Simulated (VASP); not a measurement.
# GaN (P6_3mc) in VASP: notebook

Runs on GaN. Level: PBE. Tasks: single point, relaxation of cell and atoms.

All numbers are computed with VASP 6.6.1; they aren't measurements. Logs are shortened: lines on timing, memory, paths and dates and some standing lists are left out, and cuts for length are marked.

## (1) The cell of the first run

The structure is hexagonal, space group P6_3mc (No. 186). Conventional cell: a = 3.189 Å, b = 3.189 Å, c = 5.192 Å, α = 90.00°, β = 90.00°, γ = 120.00°. Ga (site symmetry 3m) has 4 N at 1.95 to 1.96 Å within 2.6 Å. Within 2.6 Å of N (site symmetry 3m) lie 4 Ga at 1.95 to 1.96 Å.

## (2) Single point, PBE

The input, INCAR:

```
  PREC = Accurate
  ENCUT = 520
  EDIFF = 1E-6
  ISMEAR = 0
  SIGMA = 0.1
  LREAL = F
  LASPH = T
  NELM = 80
  ALGO = Normal
  ISIF = 2
  LWAVE = F
  LCHARG = F
  GGA = PE
  NBANDS = 26
```

The input, KPOINTS:

```
Automatic mesh
0
Gamma
  6 6 4
```

The input, POSCAR:

```
GaN
1.0
    3.1889304035      0.0000000000      0.0000000000
   -1.5944652018      2.7616947404      0.0000000000
    0.0000000000      0.0000000000      5.1923572500
Ga N
2 2
Direct
    0.6666666700      0.3333333300      0.4990837100
    0.3333333300      0.6666666700      0.9990837100
    0.6666666700      0.3333333300      0.8759162900
    0.3333333300      0.6666666700      0.3759162900
```

Potentials or basis: VASP PAW PBE potentials, release 64 (Ga_d, N).

Command:

```console
$ cat potpaw_PBE.64/Ga_d/POTCAR potpaw_PBE.64/N/POTCAR > POTCAR
$ mpirun -np 1 vasp_std > vasp.out
```

OUTCAR:

```text
PREC = Accurate
   ENCUT = 520
   EDIFF = 1E-6
   ISMEAR = 0
   LREAL = F
   LASPH = T
   NELM = 80
   ISIF = 2
   GGA = PE

 ion  position               nearest neighbor table
   1  0.667  0.333  0.499-   4 1.95   4 1.95   4 1.95   3 1.96
   2  0.333  0.667  0.999-   3 1.95   3 1.95   3 1.95   4 1.96
   3  0.667  0.333  0.876-   2 1.95   2 1.95   2 1.95   1 1.96
   4  0.333  0.667  0.376-   1 1.95   1 1.95   1 1.95   2 1.96

  LATTYP: Found a hexagonal cell.
 ALAT       =     3.1889304035
 C/A-ratio  =     1.6282441424

  Lattice vectors:

 A1 = (   3.1889304035,   0.0000000000,   0.0000000000)
 A2 = (  -1.5944652018,   2.7616947404,   0.0000000000)
 A3 = (   0.0000000000,   0.0000000000,   5.1923572500)

Analysis of symmetry for initial positions (statically):
=====================================================================
 Subroutine PRICEL returns:
 Original cell was already a primitive cell.

 Routine SETGRP: Setting up the symmetry group for a
 hexagonal supercell.

 Subroutine GETGRP returns: Found 12 space group operations
 (whereof  6 operations were pure point group operations)
 out of a pool of 24 trial point group operations.

The static configuration has the point symmetry C_3v.
 The point group associated with its full space group is C_6v.

Analysis of symmetry for dynamics (positions and initial velocities):
=====================================================================
 Subroutine PRICEL returns:
 Original cell was already a primitive cell.

 Routine SETGRP: Setting up the symmetry group for a
 hexagonal supercell.

 Subroutine GETGRP returns: Found 12 space group operations
 (whereof  6 operations were pure point group operations)
 out of a pool of 24 trial point group operations.

The dynamic configuration has the point symmetry C_3v.
 The point group associated with its full space group is C_6v.

 Subroutine INISYM returns: Found 12 space group operations
 (whereof  6 operations are pure point group operations),
 and found     1 'primitive' translations

----------------------------------------------------------------------------------------

                                     Primitive cell

  volume of cell :      45.7283

  direct lattice vectors                    reciprocal lattice vectors
     3.188930404  0.000000000  0.000000000     0.313584768  0.181048250  0.000000000
    -1.594465202  2.761694740  0.000000000     0.000000000  0.362096500  0.000000000
     0.000000000  0.000000000  5.192357250     0.000000000  0.000000000  0.192590754

  length of vectors
     3.188930404  3.188930404  5.192357250     0.362096500  0.362096500  0.192590754

  position of ions in fractional coordinates (direct lattice)
     0.666666670  0.333333330  0.499083710
     0.333333330  0.666666670  0.999083710
     0.666666670  0.333333330  0.875916290
     0.333333330  0.666666670  0.375916290

  ion indices of the primitive-cell ions
   primitive index   ion index
                 1           1
                 2           2
                 3           3
                 4           4

----------------------------------------------------------------------------------------

 KPOINTS: Automatic mesh

Automatic generation of k-mesh.
 Grid dimensions read from file:
 generate k-points for:    6    6    4

 Generating k-lattice:

  Cartesian coordinates                     Fractional coordinates (reciprocal lattice)
     0.052264128  0.030174708  0.000000000     0.166666667  0.000000000  0.000000000
     0.000000000  0.060349417  0.000000000     0.000000000  0.166666667  0.000000000
     0.000000000  0.000000000  0.048147689     0.000000000  0.000000000  0.250000000

  Length of vectors
     0.060349417  0.060349417  0.048147689

  Shift w.r.t. Gamma in fractional coordinates (k-lattice)
     0.000000000  0.000000000  0.000000000

 Subroutine IBZKPT returns following result:
 ===========================================

 Found     21 irreducible k-points:

 Following reciprocal coordinates:
            Coordinates               Weight
  0.000000  0.000000  0.000000      1.000000
  0.166667 -0.000000  0.000000      6.000000
  0.333333  0.000000  0.000000      6.000000
  0.500000 -0.000000  0.000000      3.000000
  0.166667  0.166667  0.000000      6.000000
  0.333333  0.166667  0.000000     12.000000
[... 13 lines left out ...]
  0.333333  0.166667  0.500000     12.000000
  0.333333  0.333333  0.500000      2.000000
   k-points           NKPTS =     21   k-points in BZ     NKDIM =     21   number of bands    NBANDS=     26
   number of dos      NEDOS =    301   number of ions     NIONS =      4
   total plane-waves  NPLWV =  23040
   dimension x,y,z NGX =    24 NGY =   24 NGZ =   40
   dimension x,y,z NGXF=    48 NGYF=   48 NGZF=   80
   ions per type =               2   2
   NGX,Y,Z   is equivalent  to a cutoff of  12.51, 12.51, 12.81 a.u.
   NGXF,Y,Z  is equivalent  to a cutoff of  25.02, 25.02, 25.61 a.u.
 SYSTEM =  unknown system
   PREC   = accura    normal or accurate (medium, high low for compatibility)
   ISTART =      0    job   : 0-new  1-cont  2-samecut
   ICHARG =      2    charge: 1-file 2-atom 10-const
   ISPIN  =      1    spin polarized calculation?
   LNONCOLLINEAR =      F non collinear calculations
   LSORBIT =      F    spin-orbit coupling
   LASPH  =      T    aspherical Exc in radial PAW
   ENCUT  =  520.0 eV  38.22 Ry    6.18 a.u.   5.93  5.93  9.65*2*pi/ulx,y,z
   NELM   =     80;   NELMIN=  2; NELMDL= -5     # of ELM steps
   EDIFF  = 0.1E-05   stopping-criterion for ELM
   LREAL  =      F    real-space projection
   EDIFFG = 0.1E-04   stopping-criterion for IOM
   NSW    =      0    number of steps for IOM
   IBRION =     -1    ionic relax: 0-MD 1-quasi-New 2-CG
   NFREE  =      0    steps in history (QN), initial steepest desc. (CG)
   ISIF   =      2    stress and relaxation
   ISYM   =      2    0-nonsym 1-usesym 2-fastsym
   POTIM  = 0.5000    time-step for ionic-motion
   TEBEG  =    0.0;   TEEND  =   0.0 temperature during run
   PSTRESS=    0.0 pullay stress
   NELECT =      36.0000    total number of electrons
   NUPDOWN=      -1.0000    fix difference up-down
   EMIN   =  10.00;   EMAX   =-10.00  energy-range for DOS
   EFERMI =   0.00;   METHOD = LEGACY
   ISMEAR =     0;   SIGMA  =   0.10  broadening in eV -4-tet -1-fermi 0-gaus
   EFERMI_NEDOS =   21; number of points for ismear=-14 and -15
   IALGO  =     38    algorithm
   IMIX   =      4    mixing-type and parameters
     AMIX     =   0.40;   BMIX     =  1.00
     AMIX_MAG =   1.60;   BMIX_MAG =  1.00
  volume/ion in A,a.u.               =      11.43        77.15
  Fermi-wavevector in a.u.,A,eV,Ry     =   1.511636  2.856578 31.089905  2.285044
  Thomas-Fermi vector in A             =   2.621667
   LORBIT       =      0    0 simple, 1 ext, 2 COOP (PROOUT), +10 PAW based schemes
   GGA     = PE    functional components
   LHFCALC =     F    Hartree Fock is set to
   AEXX    =    0.0000 exact exchange contribution
   IVDW    =     0    specifies the selected vdW correction
   LEPSILON=     F    determine dielectric tensor
   LRPA    =     F    only Hartree local field effects (RPA)
 non-spin polarized calculation
 Gauss-broadening in eV      SIGMA  =   0.10
  energy-cutoff  :      520.00
  volume of cell :       45.73
 maximum number of plane-waves:      1260
 NGX is ok and might be reduce to    24
   NGX = 11   NGY = 11   NGZ = 19

 number of electron      35.9999984 magnetization

 Free energy of the ion-electron system (eV)
  ---------------------------------------------------
  ext. energy  EPLUGINS =         0.00000000
  ---------------------------------------------------
  free energy    TOTEN  =       -24.30156558 eV

  energy without entropy =      -24.30156558  energy(sigma->0) =      -24.30156558

 E-fermi :   5.7590     XC(G=0): -11.6641

 val. band max:        5.3108331906   @ k =   0.0000   0.0000   0.0000
 cond. band min:       7.2166405781   @ k =   0.0000   0.0000   0.0000
 fundamental gap:      1.9058073875
 Fermi energy:         5.7590439764

 k-point     1 :       0.0000    0.0000    0.0000
  band No.  band energies     occupation
      1     -10.6606      2.00000
      2      -9.7437      2.00000
      3      -8.1282      2.00000
      4      -8.1131      2.00000
      5      -8.1131      2.00000
      6      -8.0521      2.00000
[... 18 lines left out ...]
     25      17.0055      0.00000
     26      17.0055      0.00000

 k-point     2 :       0.1667   -0.0000    0.0000
  band No.  band energies     occupation
      1     -10.4060      2.00000
      2      -9.6821      2.00000
      3      -8.0982      2.00000
      4      -8.0786      2.00000
      5      -8.0337      2.00000
      6      -8.0036      2.00000
[... 18 lines left out ...]
     25      16.6788      0.00000
     26      17.5219      0.00000

 k-point     3 :       0.3333    0.0000    0.0000
  band No.  band energies     occupation
      1      -9.9374      2.00000
      2      -9.5988      2.00000
      3      -8.0607      2.00000
      4      -8.0419      2.00000
      5      -7.9600      2.00000
      6      -7.9013      2.00000
[... 18 lines left out ...]
     25      16.9122      0.00000
     26      18.4494      0.00000

 k-point     4 :       0.5000   -0.0000    0.0000
  band No.  band energies     occupation
      1      -9.7536      2.00000
      2      -9.5765      2.00000
      3      -8.0638      2.00000
      4      -8.0395      2.00000
      5      -7.9429      2.00000
      6      -7.9015      2.00000
[... 18 lines left out ...]
     25      17.7467      0.00000
     26      18.6130      0.00000
[... 409 lines left out ...]
      1      -9.7458      2.00000
      2      -9.7458      2.00000
      3      -8.0279      2.00000
      4      -8.0279      2.00000
      5      -8.0024      2.00000
      6      -8.0024      2.00000
[... 18 lines left out ...]
     25      17.0641      0.00000
     26      17.0641      0.00000

 k-point    20 :       0.3333    0.1667    0.5000
  band No.  band energies     occupation
      1      -9.6090      2.00000
      2      -9.6090      2.00000
      3      -8.0302      2.00000
      4      -8.0302      2.00000
      5      -7.9623      2.00000
      6      -7.9623      2.00000
[... 18 lines left out ...]
     25      17.7331      0.00000
     26      17.7331      0.00000

 k-point    21 :       0.3333    0.3333    0.5000
  band No.  band energies     occupation
      1      -9.5716      2.00000
      2      -9.5716      2.00000
      3      -7.9937      2.00000
      4      -7.9937      2.00000
      5      -7.9778      2.00000
      6      -7.9778      2.00000
[... 18 lines left out ...]
     25      19.3105      0.00000
     26      19.3143      0.00000

------------------------ aborting loop because EDIFF is reached ----------------------------------------

  FORCE on cell =-STRESS in cart. coord.  units (eV):
  Direction    XX          YY          ZZ          XY          YZ          ZX
  --------------------------------------------------------------------------------------
  -------------------------------------------------------------------------------------
  Total        1.4790877      1.4790877      1.5034073     -0.0000000      0.0000000     -0.0000000
  in kB       51.8226028     51.8226028     52.6746863     -0.0000000      0.0000000     -0.0000000
  external PRESSURE =      52.1066306 kB  Pullay stress =       0.0000000 kB

 VOLUME and BASIS-vectors are now :
 -----------------------------------------------------------------------------
  energy-cutoff  :      520.00
  volume of cell :       45.73
      direct lattice vectors                 reciprocal lattice vectors
     3.188930404  0.000000000  0.000000000     0.313584768  0.181048250  0.000000000
    -1.594465202  2.761694740  0.000000000     0.000000000  0.362096500  0.000000000
     0.000000000  0.000000000  5.192357250     0.000000000  0.000000000  0.192590754

 POSITION                                       TOTAL-FORCE (eV/Angst)
 -----------------------------------------------------------------------------------
      1.59447      0.92056      2.59142        -0.000000      0.000000      0.005659
     -0.00000      1.84113      5.18760        -0.000000     -0.000000      0.005659
      1.59447      0.92056      4.54807        -0.000000     -0.000000     -0.005659
     -0.00000      1.84113      1.95189         0.000000      0.000000     -0.005659
 -----------------------------------------------------------------------------------
    total drift:                               -0.000011      0.000005     -0.001363

  FREE ENERGIE OF THE ION-ELECTRON SYSTEM (eV)
  ---------------------------------------------------
  free  energy   TOTEN  =       -24.3015655780 eV

  energy  without entropy=      -24.3015655780  energy(sigma->0) =      -24.30156558
```

It took 50 s on 1 thread of AMD EPYC 7R13, shared host; peak memory 0.14 GiB.

What came out:

| Item | Value |
| --- | --- |
| Free energy | -24.3016 eV |
| Pressure | 5.2 GPa |
| Largest force | 0.006 eV/Å |
| Band gap on the k mesh | 1.91 eV, direct |

Forces in eV/Å, atoms in the order of the input:
```
Ga   0.000  0.000  0.006
Ga   0.000  0.000  0.006
N    0.000  0.000 -0.006
N    0.000  0.000 -0.006
```

Stress tensor (GPa, compression positive):
```
5.18 0.00 0.00
0.00 5.18 0.00
0.00 0.00 5.27
```

## (3) Single point, PBE

This run uses another cell than the first one, of 11.74 Å³/atom, 1.027 times its volume.

The input, INCAR:

```
SYSTEM = GaN
PREC = Accurate
ENCUT = 520
EDIFF = 1E-6
ISMEAR = 0
SIGMA = 0.1
LREAL = .FALSE.
LASPH = .TRUE.
NELM = 60
ALGO = Normal
ISIF = 2
LWAVE = .FALSE.
LCHARG = .FALSE.
GGA = PE
NBANDS = 26
```

The input, KPOINTS:

```
regular mesh
0
G
  6 6 4
  0 0 0
```

The input, POSCAR:

```
GaN
1.0
    3.2173977312      0.0000000000      0.0000000000
   -1.6086988656      2.7863481693      0.0000000000
    0.0000000000      0.0000000000      5.2394066816
Ga N
2 2
Direct
    0.6666666667      0.3333333333      0.4991155908
    0.3333333333      0.6666666667      0.9991155908
    0.6666666667      0.3333333333      0.8758844092
    0.3333333333      0.6666666667      0.3758844092
```

Potentials or basis: VASP PAW PBE potentials, release 64 (Ga_d, N).

Command:

```console
$ cat potpaw_PBE.64/Ga_d/POTCAR potpaw_PBE.64/N/POTCAR > POTCAR
$ mpirun -np 1 vasp_std > vasp.out
```

Run time: 47 s. Hardware: 1 thread of AMD EPYC 7R13, shared host; peak memory 0.14 GiB.

It converged, with:

* Free energy: -24.3230 eV
* Pressure: 0.3 GPa
* Band gap on the k mesh: 1.73 eV, direct

Stress tensor (GPa, compression positive):
```
0.29 0.00 0.00
0.00 0.29 0.00
0.00 0.00 0.39
```

Levels at points of the mesh, in eV from the valence-band top:
```tsv
k point	band 16	band 17	band 18	band 19	band 20	band 21
(0.00, 0.00, 0.00)	-0.03	0.00	0.00	1.73	4.07	9.03
(0.50, 0.00, 0.00)	-2.64	-2.12	-0.96	4.98	5.38	5.98
(0.00, 0.00, 0.50)	-0.51	-0.51	-0.51	4.07	4.07	8.32
(0.50, 0.00, 0.50)	-1.87	-1.83	-1.83	4.31	4.31	7.58
```

## (4) Relaxation of cell and atoms, PBE

The input, INCAR:

```
PREC = Accurate
ENCUT = 600
EDIFF = 1E-7
ISMEAR = 0
SIGMA = 0.1
LREAL = False
LASPH = True
NELM = 60
ALGO = Normal
ISIF = 3
LWAVE = False
LCHARG = False
GGA = PE
IBRION = 2
NSW = 90
EDIFFG = -0.04
```

The input, KPOINTS:

```
regular mesh
0
Gamma
  6 6 4
```

The input, POSCAR:

```
GaN
1.0
    3.1889304035      0.0000000000      0.0000000000
   -1.5944652018      2.7616947404      0.0000000000
    0.0000000000      0.0000000000      5.1923572500
Ga N
2 2
Direct
    0.6666666700      0.3333333300      0.4990837100
    0.3333333300      0.6666666700      0.9990837100
    0.6666666700      0.3333333300      0.8759162900
    0.3333333300      0.6666666700      0.3759162900
```

Command:

```console
$ cat potpaw_PBE.64/Ga_d/POTCAR potpaw_PBE.64/N/POTCAR > POTCAR
$ mpirun -np 1 vasp_std > vasp.out
```

Wall time 2.3 min (1 thread of AMD EPYC 7R13, shared host); peak memory 0.17 GiB.

It converged, with:

```yaml
Free_energy: -24.3243 eV
Relaxed_volume: 11.76 Å³/atom
Relaxed_cell: a = 3.219 Å, b = 3.219 Å, c = 5.241 Å, α = 90.00°, β = 90.00°, γ = 120.00°
Space_group_after_relaxing_to_0.05_Å: P6_3mc (No. 186)
Energy_gained_by_relaxing: 4.9 meV/atom
Ionic_steps: 3
Pressure_after_relaxing: 0.0 GPa
Band_gap_on_the_k_mesh: 1.72 eV, direct
```

Stress tensor (GPa, compression positive):
```
-0.04  0.00  0.00
 0.00 -0.04  0.00
 0.00  0.00  0.05
```

The path:
| step | energy change (eV) | largest force (eV/Å) | pressure (GPa) | volume (Å³) |
| --- | --- | --- | --- | --- |
| 1 | 0.0000 | 0.0057 | 5.04 | 45.73 |
| 2 | -0.0059 | 0.0057 | -3.85 | 48.15 |
| 3 | -0.0197 | 0.0007 | -0.01 | 47.02 |

Final structure:
```
CELL_PARAMETERS angstrom
3.21852 0.00000 0.00000
-1.60926 2.78732 0.00000
0.00000 0.00000 5.24135
ATOMIC_POSITIONS crystal
Ga 0.66667 0.33333 0.49911
Ga 0.33333 0.66667 0.99911
N 0.66667 0.33333 0.87589
N 0.33333 0.66667 0.37589
```

Levels at points of the mesh, in eV from the valence-band top:
| k point | band 16 | band 17 | band 18 | band 19 | band 20 | band 21 |
| --- | --- | --- | --- | --- | --- | --- |
| (0.00, 0.00, 0.00) | -0.03 | 0.00 | 0.00 | 1.72 | 4.06 | 9.03 |
| (0.50, 0.00, 0.00) | -2.64 | -2.12 | -0.96 | 4.98 | 5.37 | 5.98 |
| (0.00, 0.00, 0.50) | -0.51 | -0.51 | -0.51 | 4.06 | 4.06 | 8.31 |
| (0.50, 0.00, 0.50) | -1.87 | -1.83 | -1.83 | 4.31 | 4.31 | 7.58 |

PBE gaps usually lie below the measured ones, often by a third to a half.

## (5) Overview

```tsv
task	cell	cutoff (eV)	gap on the mesh (eV)	pressure (GPa)
single point	a = 3.189, b = 3.189, c = 5.192 Å, angles 90.0, 90.0, 120.0°, 4 atoms	520	1.91	5.2
single point	a = 3.217, b = 3.217, c = 5.239 Å, angles 90.0, 90.0, 120.0°, 4 atoms	520	1.73	0.3
relaxation of cell and atoms	relaxed from a = 3.189, b = 3.189, c = 5.192 Å, angles 90.0, 90.0, 120.0°, 4 atoms	600	1.72	0.0
```

Alike in all rows: level PBE; potentials or basis VASP PAW PBE potentials, release 64 (Ga_d, N); no spin polarisation; k mesh 6 × 6 × 4; smearing gaussian 0.1 eV.

Absolute energies hang on the potentials; compare differences alone.
